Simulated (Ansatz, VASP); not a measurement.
**One calculation of Te2Mo, two programs**

INCAR

```
ALGO = Normal ; EDIFF = 1E-7
ENCUT = 520 ; GGA = PE
ISIF = 2 ; ISMEAR = 0
LASPH = T ; LCHARG = T
LELF = T ; LREAL = F
LVHAR = T ; LWAVE = F
NBANDS = 35 ; NELM = 100
PREC = Accurate ; SIGMA = 0.05
```

File KPOINTS:

```
k-points
0
Gamma
  12 12 2
```

File POSCAR:

```
Te2Mo
1.0
    3.5570664331      0.0000000000      0.0000000000
   -1.7785332165      3.0805098940      0.0000000000
    0.0000000000      0.0000000000     15.2047186580
Te Mo
4 2
Direct
    0.2846400958      0.5692801916      0.6508250721
    0.6666666667      0.3333333333      0.1310943552
    0.3333333333      0.6666666667      0.8689056448
    0.6666666667      0.3333333333      0.3689056448
    0.3333333333      0.6666666667      0.2500000000
    0.6666666667      0.3333333333      0.7500000000
```

Input for Ansatz:

```yaml
crystal:
  lattice:
    - [3.5570664331, 0.0, 0.0]
    - [-1.7785332165, 3.080509894, 0.0]
    - [0.0, 0.0, 15.204718658]
  atoms:
    - { symbol: Te, position: [0.2846400958, 0.5692801916, 0.6508250721] }
    - { symbol: Te, position: [0.6666666667, 0.3333333333, 0.1310943552] }
    - { symbol: Te, position: [0.3333333333, 0.6666666667, 0.8689056448] }
    - { symbol: Te, position: [0.6666666667, 0.3333333333, 0.3689056448] }
    - { symbol: Mo, position: [0.3333333333, 0.6666666667, 0.25] }
    - { symbol: Mo, position: [0.6666666667, 0.3333333333, 0.75] }
basis:
  ecutwfc: 420
kpoints:
  mp_grid: { grid: [12, 12, 2] }
hamiltonian:
  xc: pbe
scf:
  occupations: { method: gaussian, width: 0.05 }
output:
  forces: true
  stress: true
  eigenvalues: true
```

Alike in both runs: task single point; functional PBE; k mesh 12 × 12 × 2; occupations gaussian, width 0.05 eV; no spin polarisation.

|  | VASP | Ansatz |
| --- | --- | --- |
| version | VASP 6.6.1 | Ansatz 0.2.0 |
| potentials or method | VASP PAW PBE potentials, release 64 (Te, Mo_sv), cutoff 520 eV | scalar-relativistic, plane waves, PAW |
| valence electrons in the cell | 52 | 92 |

|  | VASP | Ansatz | Ansatz less VASP |
| --- | --- | --- | --- |
| gap on the k mesh at the Fermi level (eV) | 0.20 | 0.22 | +0.023 |
| least direct gap on the mesh (eV) | 0.49 | 0.50 | +0.015 |
| pressure (GPa) | 6.3 | 6.2 | -0.02 |
| traceless stress, the component that is largest in VASP (GPa) | -4.94 | -4.90 | +0.033 |
| rms of the force components (eV/Å) | 2.074 | 2.071 | -0.0026 |

Atom by atom the forces differ by 0.009 eV/Å (rms over components). VASP's potentials hold 52 valence electrons a cell and Ansatz's 92, so a difference there can come from the potentials and not from the codes.

Spin-orbit coupling is off throughout.
